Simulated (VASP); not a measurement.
A run of VASP 6.6.1 is set up as follows.

The input INCAR:

```
PREC = Accurate ; ENCUT = 520
EDIFF = 1E-6 ; ISMEAR = 0
SIGMA = 0.1 ; LREAL = False
LASPH = True ; NELM = 80
ALGO = Fast ; ISIF = 2
LWAVE = False ; LCHARG = False
GGA = PS ; NBANDS = 12
```

KPOINTS

```
Automatic mesh
0
Gamma
  20 20 20
```

Contents of POSCAR:

```
Cu
1.0
    1.2601784535      0.7275643694      2.0578167262
   -1.2601784535      0.7275643694      2.0578167262
    0.0000000000     -1.4551287388      2.0578167262
Cu
1
Direct
    0.0000000000      0.0000000000      0.0000000000
```

Potentials or basis: VASP PAW PBE potentials, release 64 (Cu).

Command:

```sh
$ cat potpaw_PBE.64/Cu/POTCAR > POTCAR
$ mpirun -np 1 vasp_std > vasp.out
```

(1) Estimate the pressure.

Answers

(1) 0.6 GPa.

Caveat: the PAW data sets were made with another functional, which shifts forces and pressure a little.
